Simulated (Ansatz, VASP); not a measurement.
# Two plane-wave programs on TiSi

```
Ti Si
1.0
     3.93541    0.00000    0.00000
     0.00000    1.87045    2.06599
     0.00000   -1.87045    2.06599
Ti Si
1 1
Direct
  0.00000 0.05073 0.05073
  0.50000 0.55077 0.55077
```

Change from the starting cell: strain +0.0375 x Voigt [1, 1, 0, 0, 0, 0], atoms carried along.

Alike in both runs: task single point; functional PBEsol; k mesh 16 × 22 × 22; occupations gaussian, width 0.15 eV; no spin polarisation.

|  | VASP | Ansatz |
| --- | --- | --- |
| version | VASP 6.6.1 | Ansatz 0.2.0 |
| potentials or method | VASP PAW PBE potentials, release 64 (Ti_sv, Si), cutoff 520 eV | scalar-relativistic, plane waves, PAW |
| valence electrons in the cell | 16 | 16 |

Ansatz gave:

* gap on the k mesh at the Fermi level (eV): none
* pressure (GPa): -9.8
* traceless stress, the component that is largest in VASP (GPa): 2.61

Q: Which values does VASP return?

A: gap on the k mesh at the Fermi level (eV): none; pressure (GPa): -9.8; traceless stress, the component that is largest in VASP (GPa): 2.55.

VASP's potentials were made for PBE, not for PBEsol. A gap of «none» marks a metal or a gap that the smearing closes. With one functional, cell and mesh, what is left measures potentials, basis and numerics.
